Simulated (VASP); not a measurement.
Wanted: the native input for a VASP 6.6.1 run.

```
Task                   : relaxation of cell and atoms
Functional             : PBE
Potentials or basis    : VASP PAW PBE potentials, release 64 (Sn_d, S)
Cutoff                 : 500 eV
k mesh                 : 6 × 6 × 3
Occupations            : gaussian, width 0.033 eV
Spin                   : non-collinear spin, zero start, spin-orbit coupling
Starting moments       : [[0.0, 0.0, 0.0], [0.0, 0.0, 0.0], [0.0, 0.0, 0.0]] μB
Dipole correction      : no
Further INCAR settings : ALGO = Normal; EDIFF = 1e-07; IBRION = 2; EDIFFG = -0.01; NSW = 60; ISIF = 3
```

The structure of SnS2 lies in POSCAR:

```
SnS2
1.0
    3.6530532900      0.0000000000      0.0000000000
   -1.8265266500      3.1636405200      0.0000000000
    0.0000000000      0.0000000000      5.8906613700
Sn S
1 2
Direct
    0.0000000000      0.0000000000      0.0000000000
    0.3333300000      0.6666700000      0.2500000000
    0.6666700000      0.3333300000      0.7500000000
```

These files were run (other wordings do the same):

INCAR

```
PREC     = Accurate       # precision mode
ENCUT    = 500            # plane-wave cutoff, eV
EDIFF    = 1E-7           # SCF threshold, eV
ISMEAR   = 0              # smearing method
SIGMA    = 0.033          # smearing width, eV
LREAL    = False          # projectors in reciprocal space
LASPH    = True           # aspherical terms in the spheres
NELM     = 200            # most SCF steps
ALGO     = Normal         # electronic algorithm
ISIF     = 3              # what is computed and relaxed
LWAVE    = False          # write WAVECAR
LCHARG   = False          # write CHGCAR
MAGMOM   = 0 0 0 0 0 0 0 0 0 # initial moments
LORBIT   = 11             # projections on sites
LSORBIT  = True           # spin-orbit coupling
GGA_COMPAT= False        
LORBMOM  = True         
GGA      = PE             # functional
IBRION   = 2              # ionic algorithm
NSW      = 60             # ionic steps
EDIFFG   = -0.01          # ionic threshold
NELMIN   = 4
```

KPOINTS

```
regular mesh
0
Gamma
  6 6 3
```

Potentials or basis: VASP PAW PBE potentials, release 64 (Sn_d, S).

Command:

```bash
$ cat potpaw_PBE.64/Sn_d/POTCAR potpaw_PBE.64/S/POTCAR > POTCAR
$ mpirun -np 1 vasp_ncl > vasp.out
```

Results of the run:

```json
{
  "Relaxed volume": "26.72 Å³/atom",
  "Relaxed cell": "a = 3.700 Å, b = 3.700 Å, c = 6.761 Å, α = 90.00°, β = 90.00°, γ = 120.00°",
  "Space group after relaxing (to 0.1 Å)": "P-3m1 (No. 164)",
  "Energy gained by relaxing": "21.7 meV/atom",
  "Ionic steps": "32",
  "Pressure after relaxing": "0.0 GPa",
  "Largest force after relaxing": "0.010 eV/Å",
  "Net moment": "0.00 μB per cell",
  "Valence electrons inside the program's atomic spheres": "Sn 12.16; S 3.69"
}
```

Caveat: the volume moved by over 15 % at a fixed basis, so the end points are rough; this functional lacks dispersion, which binds layers or chains, so the pressure and a relaxed spacing across them are unreliable.

It took 38 min on 1 thread of AMD EPYC 9R14 (Zen 4), with other jobs on the host, peak memory 0.39 GiB.
